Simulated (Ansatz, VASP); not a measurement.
## Two plane-wave programs on Rh

File POSCAR:

```
Rh
1.0
    0.0000000000      1.9585965000      1.8445035000
    1.9585965000      0.0000000000      1.8445035000
    1.9585965000      1.9585965000      0.0000000000
Rh
1
Direct
    0.0000000000      0.0000000000      0.0000000000
```

The input INCAR.step1:

```
SYSTEM = Rh
  PREC = Accurate
  ENCUT = 520
  ISMEAR = 0
  SIGMA = 0.15
  LREAL = .False.
  LASPH = .True.
  NELM = 60
  NBANDS = 14
  GGA = PE
  ALGO = Normal
  EDIFF = 1E-4
  LWAVE = .True.
  LCHARG = .False.
```

The input INCAR.step2:

```
SYSTEM = Rh
  PREC = Accurate
  ENCUT = 520
  EDIFF = 1E-7
  ISMEAR = 0
  SIGMA = 0.15
  LREAL = .False.
  LASPH = .True.
  NELM = 60
  ALGO = Normal
  ISIF = 2
  LWAVE = .False.
  LCHARG = .True.
  METAGGA = R2SCAN
  LMIXTAU = .True.
  LELF = .True.
  LVHAR = .True.
  NBANDS = 14
  ISTART = 1
```

Contents of KPOINTS:

```
Automatic mesh
0
Gamma
  22 22 22
  0 0 0
```

Input for Ansatz:

```yaml
crystal:
  lattice:
    - [0.0, 1.9585965, 1.8445035]
    - [1.9585965, 0.0, 1.8445035]
    - [1.9585965, 1.9585965, 0.0]
  atoms:
    - { symbol: Rh, position: [0.0, 0.0, 0.0] }
basis:
  ecutwfc: 500
kpoints:
  mp_grid: { grid: [22, 22, 22] }
hamiltonian:
  xc: r2scan
scf:
  occupations: { method: gaussian, width: 0.15 }
output:
  forces: true
  stress: true
  eigenvalues: true
```

Change from the starting cell: strain +0.030 along x and y, -0.030 along z, atoms carried along.

Alike in both runs: task single point; functional r2SCAN; k mesh 22 × 22 × 22; occupations gaussian, width 0.15 eV; no spin polarisation.

```csv
,VASP,Ansatz
version,VASP 6.6.1,Ansatz 0.2.0
potentials or method,"VASP PAW PBE potentials, release 64 (Rh_pv), cutoff 520 eV","scalar-relativistic, plane waves, PAW"
valence electrons in the cell,15,17
```

VASP gave:

| Quantity | Value |
| --- | --- |
| gap on the k mesh at the Fermi level (eV) | none |
| pressure (GPa) | -6.5 |
| traceless stress, the component that is largest in VASP (GPa) | 8.47 |

**Question.** Which values does Ansatz return?

**Answer.** gap on the k mesh at the Fermi level (eV): none; pressure (GPa): -7.5; traceless stress, the component that is largest in VASP (GPa): 8.43.

VASP's potentials were made for PBE, not for r2SCAN. A gap of «none» marks a metal or a gap that the smearing closes. VASP's potentials hold 15 valence electrons a cell and Ansatz's 17, so a difference there can come from the potentials and not from the codes.
